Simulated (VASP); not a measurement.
A run of VASP 6.6.1:

File INCAR:

```
SYSTEM = Zr
PREC     = Accurate       ! precision mode
ENCUT    = 600            ! plane-wave cutoff, eV
EDIFF    = 1E-6           ! SCF threshold, eV
ISMEAR   = -1             ! smearing method
SIGMA    = 0.1            ! smearing width, eV
LREAL    = .False.        ! projectors in reciprocal space
LASPH    = .True.         ! aspherical terms in the spheres
NELM     = 80             ! most SCF steps
ALGO     = Normal         ! electronic algorithm
ISIF     = 3              ! what is computed and relaxed
LWAVE    = .False.        ! write WAVECAR
LCHARG   = .False.        ! write CHGCAR
GGA      = RP             ! functional
IBRION   = 2              ! ionic algorithm
NSW      = 80             ! ionic steps
EDIFFG   = -0.01          ! ionic threshold
```

File KPOINTS:

```
Automatic mesh
0
Gamma
  11 11 3
  0 0 0
```

Contents of POSCAR:

```
Zr
1.0
    3.2050642256      0.0000000000      0.0000000000
   -1.6025321128      2.7756670401      0.0000000000
    0.0000000000      0.0000000000     10.4677397607
Zr
4
Direct
    0.0000000000      0.0000000000      0.0000000000
    0.0000000000      0.0000000000      0.5000000000
    0.3333333333      0.6666666667      0.2500000000
    0.6666666667      0.3333333333      0.7500000000
```

Potentials or basis: VASP PAW PBE potentials, release 64 (Zr_sv).

Run with:

```console
$ cat potpaw_PBE.64/Zr_sv/POTCAR > POTCAR
$ mpirun -np 1 vasp_std > vasp.out
```

Hardware: 1 thread of AMD EPYC 9R45 96-Core Processor (Zen 5) (shared host).

**Question.** Estimate the wall time of this run.

**Answer.** Run time: 4.4 min on 1 thread of AMD EPYC 9R45 96-Core Processor (Zen 5), on a shared host, peak memory 0.26 GiB. Counts: scf iterations 50, k points 32, ion steps 5.
